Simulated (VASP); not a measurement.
Ge, 2 atoms in the cell. Symmetry: I4_1/amd, No. 141, tetragonal system. The conventional cell has a = 3.853 Å, b = 3.853 Å, c = 5.845 Å, α = 90.00°, β = 90.00°, γ = 90.00°. Ge (site symmetry -4m2) has 4 Ge at 2.42 Å within 3.2 Å.  This cell differs from its parent crystal: strained cell.

| Quantity | Value |
| --- | --- |
| Program | VASP 6.6.1 |
| Task | relaxation of the atoms |
| Functional | PBEsol |
| Potentials or basis | VASP PAW PBE potentials, release 64 (Ge_d) |
| Cutoff | 450 eV |
| k mesh | 12 × 12 × 12 |
| Occupations | gaussian, width 0.1 eV |
| Spin | no spin polarisation |
| Dipole correction | no |
| Further INCAR settings | ALGO = Normal; EDIFF = 1e-07; IBRION = 2; EDIFFG = -0.002; NSW = 60 |

Potentials or basis: VASP PAW PBE potentials, release 64 (Ge_d).

The run is started by

```sh
$ cat potpaw_PBE.64/Ge_d/POTCAR > POTCAR
$ mpirun -np 1 vasp_std > vasp.out
```

Hardware: 1 thread of Intel Xeon 8259CL (shared host).

Question: Estimate the wall time of this run.

Answer: It took 2 min on 1 thread of Intel Xeon 8259CL, on a shared host, peak memory 0.22 GiB. Counts: scf iterations 12, k points 163, ion steps 1.
